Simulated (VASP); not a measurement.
Runs of VASP 6.6.1 on Si5F. The structure is that of space group F-43m (No. 216), or close to it. The cells are those of the table. 

| task | cell | k mesh | cutoff (eV) | gap on the mesh (eV) | pressure (GPa) | relaxed volume (Å³/atom) | largest force (eV/Å) |
| --- | --- | --- | --- | --- | --- | --- | --- |
| relaxation of cell and atoms | relaxed from a = 5.035 Å, angles 60.0°, 6 atoms | 10 × 10 × 10 | 600 | none | 0.0 | 15.07 | - |
| single point | a = 4.937 Å, angles 60.0°, 6 atoms | 4 × 4 × 4 | 520 | none | 6.1 | - | - |
| relaxation of cell and atoms | relaxed from a = 4.937 Å, angles 60.0°, 6 atoms | 4 × 4 × 4 | 600 | none | 0.1 | 15.07 | - |
| single point | a = 5.035 Å, angles 60.0°, 6 atoms | 4 × 4 × 4 | 520 | none | 0.2 | - | 0.04 |
| single point | a = 5.039 Å, angles 60.0°, 6 atoms | 10 × 10 × 10 | 520 | none | 0.0 | - | (a) |

Alike in all rows: level PBE; potentials or basis VASP PAW PBE potentials, release 64 (Si, F); no spin polarisation; smearing gaussian 0.1 eV.

Problem. Fill in the values left out.

Solution. (a) 0.01.

Caveats: some runs use coarse meshes; an odd number of electrons without spin polarisation forces a metal; a magnetic or distorted state may lie lower.

A gap of «none» marks levels without a gap at the run's occupations.
